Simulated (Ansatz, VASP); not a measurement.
**One calculation of Ga, two programs**

```
CELL_PARAMETERS angstrom
-1.43154 1.43154 2.27272
1.43154 -1.43154 2.27272
1.43154 1.43154 -2.27272
ATOMIC_POSITIONS crystal
Ga 0.00000 0.00000 0.00000
```

Change from the starting cell: volume scaled by 1.06.

Alike in both runs: task single point; functional PBEsol; k mesh 16 × 16 × 16; occupations fermi-dirac, width 0.03 eV; no spin polarisation.

```csv
,VASP,Ansatz
version,VASP 6.6.1,Ansatz 0.2.0
potentials or method,"VASP PAW PBE potentials, release 64 (Ga_d), cutoff 520 eV","all-electron LAPW, scalar-relativistic"
```

VASP gave:

- pressure (GPa): -2.7
- traceless stress, the component that is largest in VASP (GPa): -0.29

Task: Estimate Ansatz's values.

Result: Pressure (GPa): -2.7; traceless stress, the component that is largest in VASP (GPa): -0.28.

VASP's potentials were made for PBE, not for PBEsol. Ansatz ran all-electron here, and VASP with PAW potentials.
